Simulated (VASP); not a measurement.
Set up this calculation in VASP 6.6.1, as the native input.

| Quantity | Value |
| --- | --- |
| Task | density of states |
| Functional | PBEsol |
| Potentials or basis | VASP PAW PBE potentials, release 64 (Bi_d) |
| Cutoff | 520 eV |
| k mesh | 11 × 11 × 11 |
| Occupations | fermi-dirac, width 0.08 eV |
| Spin | no spin polarisation |
| Dipole correction | no |
| k mesh for the DOS | 17 × 17 × 17 |
| Occupations for the DOS | tetrahedron |
| Further INCAR settings | ALGO = Normal; EDIFF = 1e-06; NBANDS = 22 |

The system is Bi.

```
Bi
1.0
     0.00000    3.58328    3.58328
     3.58328    0.00000    3.58328
     3.58328    3.58328    0.00000
Bi
2
Direct
  0.87500 0.87500 0.87500
  0.12500 0.12500 0.12500
```

The input as run:

POSCAR

```
Bi
1.0
    0.0000000000      3.5832750106      3.5832750106
    3.5832750106      0.0000000000      3.5832750106
    3.5832750106      3.5832750106      0.0000000000
Bi
2
Direct
   -0.1250000000     -0.1250000000     -0.1250000000
    0.1250000000      0.1250000000      0.1250000000
```

INCAR.step1

```
ALGO = Normal ; EDIFF = 1E-6
ENCUT = 520 ; GGA = PS
ISIF = 2 ; ISMEAR = -1
LASPH = True ; LCHARG = True
LREAL = False ; LWAVE = False
NBANDS = 22 ; NELM = 80
PREC = Accurate ; SIGMA = 0.08
```

KPOINTS.step1

```
k-points
0
Gamma
  11 11 11
```

INCAR.step2

```
ALGO = Normal ; EDIFF = 1E-6
ENCUT = 520 ; GGA = PS
ICHARG = 11 ; ISIF = 2
ISMEAR = -5 ; LASPH = True
LCHARG = False ; LORBIT = 10
LREAL = False ; LWAVE = False
NBANDS = 22 ; NEDOS = 2001
NELM = 80 ; PREC = Accurate
SIGMA = 0.08
```

KPOINTS.step2

```
k-points
0
Gamma
  17 17 17
```

Potentials or basis: VASP PAW PBE potentials, release 64 (Bi_d).

Command:

```bash
$ cat potpaw_PBE.64/Bi_d/POTCAR > POTCAR
$ cp INCAR.step1 INCAR
$ cp KPOINTS.step1 KPOINTS
$ mpirun -np 1 vasp_std > vasp.out
$ cp INCAR.step2 INCAR
$ cp KPOINTS.step2 KPOINTS
$ mpirun -np 1 vasp_std > vasp.out
```

Results of the run:

- Valence electrons inside the program's atomic spheres: Bi 12.80

Caveat: spin-orbit coupling is left out, which moves the levels of the heavy elements.

It took 7.4 min on 1 thread of Intel(R) Xeon(R) Platinum 8259CL CPU @ 2.50GHz (Skylake/Cascade Lake), with other jobs on the host, peak memory 0.4 GiB.
